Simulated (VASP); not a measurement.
Crystal: Be2Sb3P.

```
Be Sb P
1.0
     4.61261    0.00000    0.00000
    -2.30630    3.99464    0.00000
     0.00000    0.00000    7.72815
Be Sb P
2 3 1
Direct
  0.66667 0.33333 0.70070
  0.33333 0.66667 0.29930
  0.66667 0.33333 0.34622
  0.33333 0.66667 0.65378
  0.00000 0.00000 0.50000
  0.00000 0.00000 0.00000
```

```yaml
Program: VASP 6.6.1
Task: relaxation of cell and atoms
Functional: PBEsol
Potentials_or_basis: VASP PAW PBE potentials, release 64 (Be, Sb, P)
Cutoff: 600 eV
k_mesh: 6 × 6 × 4
Occupations: fermi-dirac, width 0.03 eV
Spin: no spin polarisation
```

At the start: pressure 0.1 GPa; volume 23.73 Å³/atom.

Problem. How do energy, volume and symmetry change on relaxing?

Solution. Over 72 steps the energy falls by 660.0 meV/atom and the volume is 19.20 Å³/atom (-19.1 %); space group P-3m1 (No. 164, to 0.05 Å).

Step by step:
```csv
step,energy change (eV),largest force (eV/Å),pressure (GPa),volume (Å³)
1,0.0000,2.4101,0.05,142.40
3,-1.5527,0.9186,-8.22,142.23
5,-2.0556,0.4471,-9.03,136.55
7,-2.1166,1.5924,20.90,94.68
9,-3.0973,0.2616,2.47,108.56
11,-3.1371,0.2349,2.37,108.68
13,-3.2352,0.1574,1.08,110.45
15,-3.2366,0.1693,0.70,111.02
17,-3.2419,0.1040,-0.09,111.97
19,-3.2455,0.0816,-0.19,111.94
21,-3.2481,0.0497,-0.23,111.70
23,-3.2498,0.0743,0.21,110.94
25,-3.2512,0.0873,-0.10,111.35
27,-3.2543,0.0756,-0.11,111.39
29,-3.2717,0.1207,-0.04,111.56
31,-3.3143,0.3936,0.65,112.25
33,-3.3163,0.3996,0.64,112.32
35,-3.3290,0.4207,0.63,112.63
37,-3.4653,0.4880,0.41,113.87
39,-3.8473,0.1040,-1.92,118.83
41,-3.8734,0.1793,-2.82,119.90
43,-3.8767,0.2228,-2.96,119.96
45,-3.9063,0.2092,-2.19,118.60
47,-3.9388,0.1100,1.85,112.63
49,-3.9476,0.1470,0.50,114.42
51,-3.9541,0.1057,0.19,114.85
53,-3.9551,0.0885,0.04,115.07
55,-3.9569,0.0405,-0.67,116.18
57,-3.9580,0.0441,-0.39,115.74
59,-3.9581,0.0442,0.45,114.67
61,-3.9596,0.0218,0.02,115.21
63,-3.9597,0.0123,0.00,115.25
65,-3.9597,0.0103,-0.14,115.45
67,-3.9598,0.0101,-0.14,115.44
69,-3.9599,0.0091,-0.12,115.41
71,-3.9601,0.0053,-0.07,115.30
72,-3.9602,0.0085,-0.01,115.20
```

Final structure:
```cif
data_structure
_symmetry_space_group_name_H-M 'P 1'
_symmetry_Int_Tables_number 1
_cell_length_a 4.9536
_cell_length_b 4.9536
_cell_length_c 5.4208
_cell_angle_alpha 90.000
_cell_angle_beta 90.000
_cell_angle_gamma 120.000
_cell_volume 115.20
loop_
_atom_site_label
_atom_site_type_symbol
_atom_site_fract_x
_atom_site_fract_y
_atom_site_fract_z
_atom_site_occupancy
Be1 Be 0.66667 0.33333 0.49029 1
Be2 Be 0.33333 0.66667 0.50971 1
Sb1 Sb 0.66667 0.33333 0.96087 1
Sb2 Sb 0.33333 0.66667 0.03913 1
Sb3 Sb 0.00000 0.00000 0.50000 1
P1 P 0.00000 0.00000 0.00000 1
```

Caveat: the volume moved by over 15 % at a fixed basis, so the end points are rough; the PAW data sets were made with another functional, which shifts forces and pressure a little.
